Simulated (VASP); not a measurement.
Input of a VASP 6.6.1 run:

INCAR

```
  PREC = Accurate
  ENCUT = 600
  EDIFF = 1E-6
  ISMEAR = -1
  SIGMA = 0.05
  LREAL = False
  LASPH = True
  NELM = 120
  ALGO = Normal
  ISIF = 2
  LWAVE = False
  LCHARG = True
  GGA = PS
  LELF = True
  LVHAR = True
  NBANDS = 11
  GGA_COMPAT = False
```

KPOINTS

```
regular mesh
0
Gamma
  8 8 6
```

Contents of POSCAR:

```
MgB2
1.0
    3.1467000000      0.0000000000      0.0000000000
   -1.5733500000      2.7251221381      0.0000000000
    0.0000000000      0.0000000000      3.5230000000
Mg B
1 2
Direct
    0.0000000000      0.0000000000      0.0000000000
    0.6666666667      0.3333333333      0.5000000000
    0.3333333333      0.6666666667      0.5000000000
```

Potentials or basis: VASP PAW PBE potentials, release 64 (Mg, B).

The run is started by

```sh
$ cat potpaw_PBE.64/Mg/POTCAR potpaw_PBE.64/B/POTCAR > POTCAR
$ mpirun -np 1 vasp_std > vasp.out
```

Estimate the band gap on the k mesh.

zero (band 4 reaches 6.13 eV, above the bottom of band 5 at 3.48 eV).

What does it give for the pressure?

-9.2 GPa.

Stress tensor (GPa, compression positive):
```
-11.38   0.00   0.00
  0.00 -11.38   0.00
  0.00   0.00  -4.73
```

Caveat: the PAW data sets were made with another functional, which shifts forces and pressure a little.
